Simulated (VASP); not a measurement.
# V (P6/mmm) in VASP: further runs, part 2 of 2

VASP 6.6.1. The steps go on from the part before.

**3. Single point, PBE**

This run uses another cell than the first one, of 13.67 Å³/atom.

File INCAR:

```
SYSTEM = V
ALGO     = Normal         ! electronic algorithm
EDIFF    = 1E-7           ! SCF threshold, eV
ENCUT    = 520            ! plane-wave cutoff, eV
GGA      = PE             ! functional
ISIF     = 2              ! what is computed and relaxed
ISMEAR   = -1             ! smearing method
LASPH    = .TRUE.         ! aspherical terms in the spheres
LCHARG   = .FALSE.        ! write CHGCAR
LREAL    = .FALSE.        ! projectors in reciprocal space
LWAVE    = .FALSE.        ! write WAVECAR
NBANDS   = 26             ! bands
NELM     = 100            ! most SCF steps
PREC     = Accurate       ! precision mode
SIGMA    = 0.08           ! smearing width, eV
```

File KPOINTS:

```
k-points
0
G
  8 8 12
  0 0 0
```

File POSCAR:

```
V
1.0
    4.4522008663      0.0000000000      0.0000000000
   -2.2261004331      3.8557190529      0.0000000000
    0.0000000000      0.0000000000      2.3895270997
V
3
Direct
    0.0000000000      0.0000000000      0.0000000000
    0.3333333333      0.6666666667      0.5000000000
    0.6666666667      0.3333333333      0.5000000000
```

Potentials or basis: VASP PAW PBE potentials, release 64 (V_sv).

On the command line:

```console
> cat potpaw_PBE.64/V_sv/POTCAR > POTCAR
> mpirun -np 1 vasp_std > vasp.out
```

OUTCAR:

```text
SYSTEM = V
   EDIFF = 1E-7
   ENCUT = 520
   GGA = PE
   ISIF = 2
   ISMEAR = -1
   LASPH = .TRUE.
   LREAL = .FALSE.
   NELM = 100
   PREC = Accurate

 ion  position               nearest neighbor table
   1  0.000  0.000  0.000-   2 2.83   3 2.83   2 2.83   3 2.83   2 2.83   2 2.83   3 2.83   3 2.83
                             3 2.83   3 2.83   2 2.83   2 2.83
   2  0.333  0.667  0.500-   3 2.57   3 2.57   3 2.57   1 2.83   1 2.83   1 2.83   1 2.83   1 2.83
                             1 2.83
   3  0.667  0.333  0.500-   2 2.57   2 2.57   2 2.57   1 2.83   1 2.83   1 2.83   1 2.83   1 2.83
                             1 2.83

  LATTYP: Found a hexagonal cell.
 ALAT       =     4.4522008663
 C/A-ratio  =     0.5367069392

  Lattice vectors:

 A1 = (   4.4522008663,   0.0000000000,   0.0000000000)
 A2 = (  -2.2261004331,   3.8557190529,   0.0000000000)
 A3 = (   0.0000000000,   0.0000000000,   2.3895270997)

Analysis of symmetry for initial positions (statically):
=====================================================================
 Subroutine PRICEL returns:
 Original cell was already a primitive cell.

 Routine SETGRP: Setting up the symmetry group for a
 hexagonal supercell.

 Subroutine GETGRP returns: Found 24 space group operations
 (whereof 24 operations were pure point group operations)
 out of a pool of 24 trial point group operations.

The static configuration has the point symmetry D_6h.

Analysis of symmetry for dynamics (positions and initial velocities):
=====================================================================
 Subroutine PRICEL returns:
 Original cell was already a primitive cell.

 Routine SETGRP: Setting up the symmetry group for a
 hexagonal supercell.

 Subroutine GETGRP returns: Found 24 space group operations
 (whereof 24 operations were pure point group operations)
 out of a pool of 24 trial point group operations.

The dynamic configuration has the point symmetry D_6h.

 Subroutine INISYM returns: Found 24 space group operations
 (whereof 24 operations are pure point group operations),
[... 116 lines left out ...]
   IMIX   =      4    mixing-type and parameters
     AMIX     =   0.40;   BMIX     =  1.00
     AMIX_MAG =   1.60;   BMIX_MAG =  1.00
  volume/ion in A,a.u.               =      13.67        92.27
  Fermi-wavevector in a.u.,A,eV,Ry     =   1.609777  3.042037 35.257885  2.591381
  Thomas-Fermi vector in A             =   2.705433
   LORBIT       =      0    0 simple, 1 ext, 2 COOP (PROOUT), +10 PAW based schemes
   GGA     = PE    functional components
   LHFCALC =     F    Hartree Fock is set to
   AEXX    =    0.0000 exact exchange contribution
   IVDW    =     0    specifies the selected vdW correction
   LEPSILON=     F    determine dielectric tensor
   LRPA    =     F    only Hartree local field effects (RPA)
 non-spin polarized calculation
  energy-cutoff  :      520.00
  volume of cell :       41.02
 maximum number of plane-waves:      1119
 NGX is ok and might be reduce to    36
   NGX = 17   NGY = 17   NGZ =  9

 number of electron      38.9999989 magnetization

 Free energy of the ion-electron system (eV)
  ---------------------------------------------------
  ext. energy  EPLUGINS =         0.00000000
  ---------------------------------------------------
  free energy    TOTEN  =       -26.61880233 eV

  energy without entropy =      -26.53226098  energy(sigma->0) =      -26.57553165

 E-fermi :   9.7048     XC(G=0): -12.8041

 val. band max:        9.7039138034   @ k =   0.2500   0.2500   0.3333
 cond. band min:       9.7124780410   @ k =   0.2500   0.0000   0.1667
 fundamental gap:      0.0085642377
 Fermi energy:         9.7047792758

 k-point     1 :       0.0000    0.0000    0.0000
  band No.  band energies     occupation
      1     -54.2425      2.00000
      2     -54.1080      2.00000
      3     -54.0495      2.00000
      4     -28.2181      2.00000
      5     -28.2181      2.00000
      6     -28.1167      2.00000
[... 685 lines left out ...]
     25      11.8781      0.00000
     26      12.3823      0.00000

 [... further k-points ...]

------------------------ aborting loop because EDIFF is reached ----------------------------------------

  FORCE on cell =-STRESS in cart. coord.  units (eV):
  Direction    XX          YY          ZZ          XY          YZ          ZX
  --------------------------------------------------------------------------------------
  -------------------------------------------------------------------------------------
  Total        0.0480816      0.0480816      0.1275886      0.0000000     -0.0000000      0.0000000
  in kB        1.8780070      1.8780070      4.9834530      0.0000000     -0.0000000      0.0000000
  external PRESSURE =       2.9131557 kB  Pullay stress =       0.0000000 kB

 VOLUME and BASIS-vectors are now :
 -----------------------------------------------------------------------------
  energy-cutoff  :      520.00
  volume of cell :       41.02
      direct lattice vectors                 reciprocal lattice vectors
     4.452200866  0.000000000  0.000000000     0.224608015  0.129677498  0.000000000
    -2.226100433  3.855719053  0.000000000     0.000000000  0.259354996  0.000000000
     0.000000000  0.000000000  2.389527100     0.000000000  0.000000000  0.418492847

 POSITION                                       TOTAL-FORCE (eV/Angst)
 -----------------------------------------------------------------------------------
      0.00000      0.00000      0.00000        -0.000000      0.000000      0.000000
     -0.00000      2.57048      1.19476         0.000000      0.000000     -0.000000
      2.22610      1.28524      1.19476        -0.000000     -0.000000      0.000000
 -----------------------------------------------------------------------------------
    total drift:                                0.000000      0.000000     -0.000000

  FREE ENERGIE OF THE ION-ELECTRON SYSTEM (eV)
  ---------------------------------------------------
  free  energy   TOTEN  =       -26.6188023315 eV

  energy  without entropy=      -26.5322609752  energy(sigma->0) =      -26.57553165
```

It took 1.7 min on 1 thread of Intel Xeon 8259CL, shared host; peak memory 0.2 GiB.

Results:

- Free energy: -26.6188 eV
- Pressure: 0.3 GPa
- Band gap on the k mesh: zero (an odd number of electrons rules out a gap without spin polarisation)

Levels at points of the mesh, in eV from the Fermi level:
```tsv
k point	band 17	band 18	band 19	band 20	band 21	band 22
(0.00, 0.00, 0.00)	-1.35	-1.35	-1.31	-0.81	0.52	0.52
(0.50, 0.00, 0.00)	-1.44	-1.17	-0.83	-0.79	0.70	1.77
(0.00, 0.00, 0.50)	-1.72	-0.96	-0.04	-0.04	0.89	0.89
(0.50, 0.00, 0.50)	-1.09	-0.59	-0.36	0.66	0.78	1.50
```

**4. Single point, PBE (13.67 Å³/atom)**

This run uses another cell than the first one, of 13.67 Å³/atom.

File INCAR:

```
SYSTEM = V
PREC = Accurate
ENCUT = 520
EDIFF = 1E-6
ISMEAR = -1
SIGMA = 0.08
LREAL = .False.
LASPH = .True.
NELM = 80
ALGO = Normal
ISIF = 2
LWAVE = .False.
LCHARG = .False.
GGA = PE
NBANDS = 26
```

File KPOINTS:

```
regular mesh
0
Gamma
  8 8 12
  0 0 0
```

POSCAR: that of step 3 with these lines changed.

```diff
@@ -4,3 +4,3 @@
    -2.2261004331      3.8557190529      0.0000000000
-    0.0000000000      0.0000000000      2.3895270997
+    0.0000000000      0.0000000000      2.3895270998
 V
```

On the command line:

```console
> cat potpaw_PBE.64/V_sv/POTCAR > POTCAR
> mpirun -np 1 vasp_std > vasp.out
```

Wall time 96 s (1 thread of Intel Xeon 8259CL, shared host); peak memory 0.19 GiB.

The run converged. Its results:

| Item | Value |
| --- | --- |
| Free energy | -26.6188 eV |
| Pressure | 0.3 GPa |
| Band gap on the k mesh | zero (an odd number of electrons rules out a gap without spin polarisation) |

Stress tensor (GPa, compression positive):
```
0.19 0.00 0.00
0.00 0.19 0.00
0.00 0.00 0.50
```

Levels at points of the mesh, in eV from the Fermi level:
```tsv
k point	band 15	band 16	band 17	band 18	band 19	band 20	band 21	band 22	band 23	band 24
(0.00, 0.00, 0.00)	-1.37	-1.37	-1.35	-1.35	-1.31	-0.81	0.52	0.52	2.34	2.34
(0.50, 0.00, 0.00)	-3.32	-1.52	-1.44	-1.17	-0.83	-0.79	0.70	1.77	2.17	2.47
(0.00, 0.00, 0.50)	-2.29	-2.29	-1.72	-0.96	-0.04	-0.04	0.89	0.89	2.46	2.46
(0.50, 0.00, 0.50)	-2.60	-1.88	-1.09	-0.59	-0.36	0.66	0.78	1.50	1.71	2.34
```

**5. Single point, PBE (13.67 Å³/atom)**

This run uses another cell than the first one, of 13.67 Å³/atom.

File INCAR:

```
PREC = Accurate
ENCUT = 520
EDIFF = 1E-7
ISMEAR = -1
SIGMA = 0.08
LREAL = False
LASPH = True
NELM = 80
ALGO = Normal
ISIF = 2
LWAVE = False
LCHARG = False
GGA = PE
NBANDS = 26
```

File KPOINTS:

```
Automatic mesh
0
Gamma
  8 8 12
```

POSCAR is that of step 4.

On the command line:

```console
> cat potpaw_PBE.64/V_sv/POTCAR > POTCAR
> mpirun -np 1 vasp_std > vasp.out
```

Wall time 1.7 min (1 thread of Intel Xeon 8259CL, shared host); peak memory 0.19 GiB.

The run converged. Its results:

```
Free energy            : -26.6188 eV
Pressure               : 0.3 GPa
Band gap on the k mesh : zero (an odd number of electrons rules out a gap without spin polarisation)
```

Stress tensor (GPa, compression positive):
```
0.19 0.00 0.00
0.00 0.19 0.00
0.00 0.00 0.50
```

Levels at points of the mesh, in eV from the Fermi level:
```csv
k point,band 17,band 18,band 19,band 20,band 21,band 22
"(0.00, 0.00, 0.00)",-1.35,-1.35,-1.31,-0.81,0.52,0.52
"(0.50, 0.00, 0.00)",-1.44,-1.17,-0.83,-0.79,0.70,1.77
"(0.00, 0.00, 0.50)",-1.72,-0.96,-0.04,-0.04,0.89,0.89
"(0.50, 0.00, 0.50)",-1.09,-0.59,-0.36,0.66,0.78,1.50
```

**6. Relaxation of shape and atoms at fixed volume, PBE**

This run uses another cell than the first one, of 6.15 Å³/atom.

File INCAR:

```
ALGO = Normal
EDIFF = 1E-6
EDIFFG = -0.005
ENCUT = 600
GGA = PE
IBRION = 2
ISIF = 4
ISMEAR = -1
LASPH = True
LCHARG = False
LREAL = False
LWAVE = False
NELM = 80
NSW = 50
PREC = Accurate
SIGMA = 0.08
```

File KPOINTS:

```
k-points
0
Gamma
  8 8 12
```

File POSCAR:

```
V
1.0
    3.4117635187      0.0000000000      0.0000000000
   -1.7058817594      2.9546738789      0.0000000000
    0.0000000000      0.0000000000      1.8311171555
V
3
Direct
    0.0000000000      0.0000000000      0.0000000000
    0.3333333333      0.6666666667      0.5000000000
    0.6666666667      0.3333333333      0.5000000000
```

Potentials or basis: VASP PAW PBE potentials, release 64 (V_sv).

On the command line:

```console
> cat potpaw_PBE.64/V_sv/POTCAR > POTCAR
> mpirun -np 1 vasp_std > vasp.out
```

Run time: 4.9 min. Hardware: 1 thread of Intel Xeon 8259CL, shared host; peak memory 0.16 GiB.

The run converged, but its numbers aren't listed here, since they failed a check.

Caveat: atoms lie so close that the PAW spheres overlap strongly, which falsifies energies and pressures.

The gap in the log of VASP goes by the Fermi energy; the results here count the filled bands.